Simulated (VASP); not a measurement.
# NiMoIrPdW: single point with revPBE

NiMoIrPdW:

```
Ni Mo Pd Ir W
1.0
     4.16185    0.00000    0.00000
    -2.08093    3.60427    0.00000
     0.00000    0.00000    5.45675
Ni Mo Pd Ir W
1 1 1 1 1
Direct
  0.00000 0.00000 0.02656
  0.66667 0.33333 0.45503
  0.33333 0.66667 0.74543
  0.33333 0.66667 0.25794
  0.66667 0.33333 0.99947
```

- Program: VASP 6.6.1
- Task: single point
- Functional: revPBE
- Potentials or basis: VASP PAW PBE potentials, release 64 (Ni, Mo_sv, Pd, Ir, W_sv)
- Cutoff: 520 eV
- k mesh: 5 × 5 × 4
- Occupations: fermi-dirac, width 0.05 eV
- Spin: collinear spin, ferromagnetic start
- Starting moments: [1.0, 1.0, 0.0, 0.6, 0.0] μB

- Pressure: 0.1 GPa
- Largest force: 0.039 eV/Å
- Net moment: 0.00 μB per cell
- Valence electrons inside the program's atomic spheres: Ni 9.41; Mo 12.36; Pd 9.54; Ir 8.40; W 12.04

Forces in eV/Å, atoms in the order of the input:
```
Ni   0.000  0.000  0.005
Mo   0.000  0.000  0.034
Pd   0.000  0.000 -0.007
Ir   0.000  0.000  0.007
W    0.000  0.000 -0.039
```

Levels at points of the mesh, in eV from the Fermi level:
Spin up:
```tsv
k point	band 25	band 26	band 27	band 28	band 29	band 30	band 31	band 32
(0.00, 0.00, 0.00)	-1.53	-1.32	-1.32	-0.69	0.82	0.82	2.05	2.05
(0.00, 0.00, 0.50)	-1.26	-0.50	-0.50	-0.43	0.54	0.85	0.85	1.47
```
Spin down:
| k point | band 25 | band 26 | band 27 | band 28 | band 29 | band 30 | band 31 | band 32 |
| --- | --- | --- | --- | --- | --- | --- | --- | --- |
| (0.00, 0.00, 0.00) | -1.53 | -1.32 | -1.32 | -0.69 | 0.82 | 0.82 | 2.05 | 2.05 |
| (0.00, 0.00, 0.50) | -1.26 | -0.50 | -0.50 | -0.43 | 0.54 | 0.85 | 0.85 | 1.47 |

It took 100 s on 1 thread of AMD EPYC 7R13 Processor (Zen 3), on a shared host, peak memory 0.27 GiB.

Caveat: the PAW data sets were made with another functional, which shifts forces and pressure a little; spin-orbit coupling is left out, which moves the levels of the heavy elements.
